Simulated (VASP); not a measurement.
Write the native input for VASP 6.6.1 that does the following.

| Item | Value |
| --- | --- |
| Task | single point |
| Functional | PBE |
| Potentials or basis | VASP PAW PBE potentials, release 64 (Sn_d, Ge_d, P) |
| Cutoff | 520 eV |
| k mesh | 10 × 10 × 4 |
| Occupations | gaussian, width 0.1 eV |
| Spin | no spin polarisation |
| Dipole correction | no |
| Further INCAR settings | ALGO = Normal; EDIFF = 1e-06; NBANDS = 34 |

The structure of SnGe2P2 lies in POSCAR:

```
SnGe2P2
1.0
    3.2581648540      0.0000000000      0.0000000000
    0.0000000000      3.2581648540      0.0000000000
    0.0000000000      0.0000000000     11.0851879943
Sn Ge P
1 2 2
Direct
    0.5000000000      0.5000000000      0.0000000000
    0.0000000000      0.0000000000      0.3609160075
    0.0000000000      0.0000000000      0.6390839925
    0.0000000000      0.0000000000      0.8541988813
    0.0000000000      0.0000000000      0.1458011187
```

The cell was generated, and may not be a known phase.

One way to write it, as run:

INCAR

```
PREC     = Accurate       # precision mode
ENCUT    = 520            # plane-wave cutoff, eV
EDIFF    = 1E-6           # SCF threshold, eV
ISMEAR   = 0              # smearing method
SIGMA    = 0.1            # smearing width, eV
LREAL    = F              # projectors in reciprocal space
LASPH    = T              # aspherical terms in the spheres
NELM     = 100            # most SCF steps
ALGO     = Normal         # electronic algorithm
ISIF     = 2              # what is computed and relaxed
LWAVE    = F              # write WAVECAR
LCHARG   = F              # write CHGCAR
GGA      = PE             # functional
NBANDS   = 34             # bands
```

KPOINTS

```
regular mesh
0
Gamma
  10 10 4
```

Potentials or basis: VASP PAW PBE potentials, release 64 (Sn_d, Ge_d, P).

Launch:

```bash
$ cat potpaw_PBE.64/Sn_d/POTCAR potpaw_PBE.64/Ge_d/POTCAR potpaw_PBE.64/P/POTCAR > POTCAR
$ mpirun -np 1 vasp_std > vasp.out
```

It gave:

```
Pressure               : 0.0 GPa
Largest force          : 0.004 eV/Å
Band gap on the k mesh : zero (bands 26 and 27 overlap by 2.97 eV)
```

Caveat: spin-orbit coupling is left out, which moves the levels of the heavy elements.

It took 94 s on 1 thread of AMD EPYC 9R45 96-Core Processor (Zen 5), with other jobs on the host, peak memory 0.33 GiB.
